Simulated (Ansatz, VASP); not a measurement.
KBr in VASP and in Ansatz

```
K Br
1.0
     0.00000    3.30223    3.30223
     3.30223    0.00000    3.30223
     3.30223    3.30223    0.00000
K Br
1 1
Direct
  0.00000 0.00000 0.00000
  0.50000 0.50000 0.50000
```

Alike in both runs: functional r2SCAN; k mesh 6 × 6 × 6; occupations gaussian, width 0.02 eV; no spin polarisation.

Ansatz relaxed the structure, and its values are those at the end. VASP's run is a single point on that final structure, the one shown.

```csv
,VASP,Ansatz
version,VASP 6.6.1,Ansatz 0.2.0
potentials or method,"VASP PAW PBE potentials, release 64 (K_sv, Br), cutoff 520 eV","scalar-relativistic, plane waves, PAW"
valence electrons in the cell,16,16
```

```tsv
	VASP	Ansatz	Ansatz less VASP
gap on the k mesh at the Fermi level (eV)	5.07	5.07	-0.002
least direct gap on the mesh (eV)	5.07	5.07	-0.002
pressure (GPa)	0.0	0.0	0.00
```

VASP's potentials were made for PBE, not for r2SCAN.
